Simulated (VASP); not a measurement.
**PrPb5: relaxation of cell and atoms with PBE**

PrPb5:

```
Pr Pb
1.0
     0.00000    4.42309    4.42309
     4.42309    0.00000    4.42309
     4.42309    4.42309    0.00000
Pr Pb
1 5
Direct
  0.00000 0.00000 0.00000
  0.25000 0.25000 0.25000
  0.12831 0.62390 0.62390
  0.62390 0.62390 0.62390
  0.62390 0.62390 0.12831
  0.62390 0.12831 0.62390
```

The cell was built from a structure type or drawn by symmetry, and may not be a known phase.

```
Program                : VASP 6.6.1
Task                   : relaxation of cell and atoms
Functional             : PBE
Potentials or basis    : VASP PAW PBE potentials, release 64 (Pr_3, Pb_d), 4f in core
Cutoff                 : 500 eV
k mesh                 : 3 × 3 × 3
Occupations            : gaussian, width 0.2 eV
Spin                   : no spin polarisation
Dipole correction      : no
Mended                 : yes
Further INCAR settings : ALGO = Normal; EDIFF = 1e-07; IBRION = 2; EDIFFG = -0.08; NSW = 36; ISIF = 3
```

| Item | Value |
| --- | --- |
| Relaxed volume | 32.48 Å³/atom |
| Relaxed cell | a = 6.508 Å, b = 6.508 Å, c = 6.508 Å, α = 60.00°, β = 60.00°, γ = 60.00° |
| Space group after relaxing (to 0.1 Å) | F-43m (No. 216) |
| Energy gained by relaxing | 67.7 meV/atom |
| Ionic steps | 5 |
| Pressure after relaxing | -0.1 GPa |
| Largest force after relaxing | 0.037 eV/Å |
| Band gap on the k mesh | zero (an odd number of electrons rules out a gap without spin polarisation) |

Forces in eV/Å, atoms in the order of the input:
```
Pr   0.000  0.000  0.000
Pb   0.000  0.000  0.000
Pb   0.021 -0.021 -0.021
Pb   0.021  0.021  0.021
Pb  -0.021 -0.021  0.021
Pb  -0.021  0.021 -0.021
```

Step by step:
```tsv
step	energy change (eV)	largest force (eV/Å)	pressure (GPa)	volume (Å³)
1	0.0000	0.4041	6.53	173.06
2	-0.3474	0.0395	-1.86	204.20
3	-0.4046	0.1011	-0.01	194.57
4	-0.4046	0.0974	-0.11	195.02
5	-0.4059	0.0369	-0.08	194.87
```

Final structure:
```
CELL_PARAMETERS angstrom
0.00000 4.60156 4.60156
4.60156 0.00000 4.60156
4.60156 4.60156 0.00000
ATOMIC_POSITIONS crystal
Pr 0.00000 0.00000 0.00000
Pb 0.25000 0.25000 0.25000
Pb 0.12463 0.62512 0.62512
Pb 0.62512 0.62512 0.62512
Pb 0.62512 0.62512 0.12463
Pb 0.62512 0.12463 0.62512
```

Levels at points of the mesh, in eV from the Fermi level:
```csv
k point,band 36,band 37,band 38,band 39,band 40,band 41,band 42,band 43,band 44,band 45
"(0.00, 0.00, 0.00)",-3.10,-3.10,-3.10,-1.84,-1.84,0.42,0.42,0.42,1.99,2.53
```

Wall time 120 s on 1 thread of Intel(R) Xeon(R) 6975P-C (Granite Rapids), with other jobs on the host, peak memory 0.34 GiB.

Caveat: the k points lie up to 0.39 Å⁻¹ apart in the final cell, too coarse for converged energies and pressures of a metal; spin-orbit coupling is left out, which moves the levels of the heavy elements; the 4f electrons are frozen in the core, so they carry no moment and show no levels; the relaxation stopped at a loose force limit of 0.08 eV/Å, so its end isn't a converged minimum. Spin polarisation is off, so any magnetic state and its effect on volume and gap are missing.
